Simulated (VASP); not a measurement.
Wanted: the native input for a VASP 6.6.1 run.

```yaml
Task: single point
Functional: r2SCAN
Potentials_or_basis: VASP PAW PBE potentials, release 64 (Ir_sv_GW)
Cutoff: 550 eV
k_mesh: 12 × 12 × 12
Occupations: fermi-dirac, width 0.05 eV
Spin: no spin polarisation
Dipole_correction: no
Second_run: valence_matched
Further_INCAR_settings: ALGO = Normal; EDIFF = 1e-06; NBANDS = 14
```

The system is Ir.

```
CELL_PARAMETERS angstrom
0.00000 1.94081 1.94081
1.94081 0.00000 1.94081
1.94081 1.94081 0.00000
ATOMIC_POSITIONS crystal
Ir 0.00000 0.00000 0.00000
```

One way to write it, as run:

POSCAR

```
Ir
1.0
    0.0000000000      1.9408081540      1.9408081540
    1.9408081540      0.0000000000      1.9408081540
    1.9408081540      1.9408081540      0.0000000000
Ir
1
Direct
    0.0000000000      0.0000000000      0.0000000000
```

INCAR.step1

```
SYSTEM = Ir
PREC     = Accurate       ! precision mode
ENCUT    = 550            ! plane-wave cutoff, eV
ISMEAR   = -1             ! smearing method
SIGMA    = 0.05           ! smearing width, eV
LREAL    = .False.        ! projectors in reciprocal space
LASPH    = .True.         ! aspherical terms in the spheres
NELM     = 120            ! most SCF steps
NBANDS   = 14             ! bands
GGA      = PE             ! functional
ALGO     = Normal         ! electronic algorithm
EDIFF    = 1E-5           ! SCF threshold, eV
LWAVE    = .True.         ! write WAVECAR
LCHARG   = .False.        ! write CHGCAR
GGA_COMPAT= .False.
```

INCAR.step2

```
SYSTEM = Ir
PREC     = Accurate       ! precision mode
ENCUT    = 550            ! plane-wave cutoff, eV
EDIFF    = 1E-6           ! SCF threshold, eV
ISMEAR   = -1             ! smearing method
SIGMA    = 0.05           ! smearing width, eV
LREAL    = .False.        ! projectors in reciprocal space
LASPH    = .True.         ! aspherical terms in the spheres
NELM     = 120            ! most SCF steps
ALGO     = Normal         ! electronic algorithm
ISIF     = 2              ! what is computed and relaxed
LWAVE    = .False.        ! write WAVECAR
LCHARG   = .False.        ! write CHGCAR
METAGGA  = R2SCAN         ! meta-GGA
LMIXTAU  = .True.       
NBANDS   = 14             ! bands
ISTART   = 1            
GGA_COMPAT= .False.
```

KPOINTS

```
Automatic mesh
0
Gamma
  12 12 12
  0 0 0
```

Potentials or basis: VASP PAW PBE potentials, release 64 (Ir_sv_GW).

Launch:

```sh
$ cat potpaw_PBE.64/Ir_sv_GW/POTCAR > POTCAR
$ cp INCAR.step1 INCAR
$ mpirun -np 1 vasp_std > vasp.out
$ cp INCAR.step2 INCAR
$ mpirun -np 1 vasp_std > vasp.out
```

Results of the run:

The pressure is -12.7 GPa.

Caveat: the PAW data sets were made with another functional, which shifts forces and pressure a little.

It took 27 s on 1 thread of Intel(R) Xeon(R) 6975P-C (Granite Rapids) (shared host), peak memory 0.16 GiB.
